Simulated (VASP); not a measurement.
NiO:

```
CELL_PARAMETERS angstrom
0.00000 2.11335 2.11335
2.11335 0.00000 2.11335
2.11335 2.11335 0.00000
ATOMIC_POSITIONS crystal
Ni 0.00000 0.00000 0.00000
O 0.50000 0.50000 0.50000
```

Base run:

```yaml
Program: VASP 6.6.1
Functional: RPBE
Dispersion: D4
Potentials_or_basis: VASP PAW PBE potentials, release 64 (Ni, O)
Cutoff: 600 eV
k_mesh: 11 × 11 × 11
Occupations: fermi-dirac, width 0.05 eV
Spin: collinear spin, ferromagnetic start
Starting_moments: "[1.0, 0.0] μB"
```

Its results: pressure -2.0 GPa; net moment 1.87 μB per cell; site moments Ni +1.53; O +0.29 μB.

Problem. The run is repeated on the same cell with these changes: functional from RPBE to PBEsol; cutoff from 600 eV to 520 eV. What comes out?

Solution. Pressure -15.2 GPa; net moment 1.51 μB per cell; site moments Ni +1.25; O +0.22 μB.

PBEsol binds more tightly than RPBE, so the same cell stands under less pressure.

Caveats: the PAW data sets were made with another functional, which shifts forces and pressure a little; a cell with one magnetic atom can't hold antiferromagnetic order, which such compounds often take; pairwise dispersion overbinds metals, which lowers pressure and volume.
